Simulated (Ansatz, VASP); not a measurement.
# Two plane-wave programs on Mo3PbAu

```
Mo Pb Au
1.0
     4.89739    0.00000    0.00000
     0.00000    4.89739    0.00000
     0.00000    0.00000    4.89739
Mo Pb Au
3 1 1
Cartesian
  0.0000 2.4487 2.4487
  2.4487 0.0000 2.4487
  2.4487 2.4487 0.0000
  0.0000 0.0000 0.0000
  2.4487 2.4487 2.4487
```

Alike in both runs: functional PBE; k mesh 8 × 8 × 8; occupations gaussian, width 0.1 eV; no spin polarisation.

Ansatz relaxed the structure, and its values are those at the end. VASP's run is a single point on that final structure, the one shown.

```csv
,VASP,Ansatz
version,VASP 6.6.1,Ansatz 0.2.0
potentials or method,"VASP PAW PBE potentials, release 64 (Mo_sv, Pb_d, Au), cutoff 520 eV","scalar-relativistic, plane waves, PAW"
valence electrons in the cell,67,75
```

```tsv
	VASP	Ansatz	Ansatz less VASP
gap on the k mesh at the Fermi level (eV)	none	none	-
pressure (GPa)	0.0	0.0	+0.03
```

A gap of «none» marks a metal or a gap that the smearing closes. With one functional, cell and mesh, what is left measures potentials, basis and numerics. VASP's potentials hold 67 valence electrons a cell and Ansatz's 75, so a difference there can come from the potentials and not from the codes.

Spin-orbit coupling is off throughout.
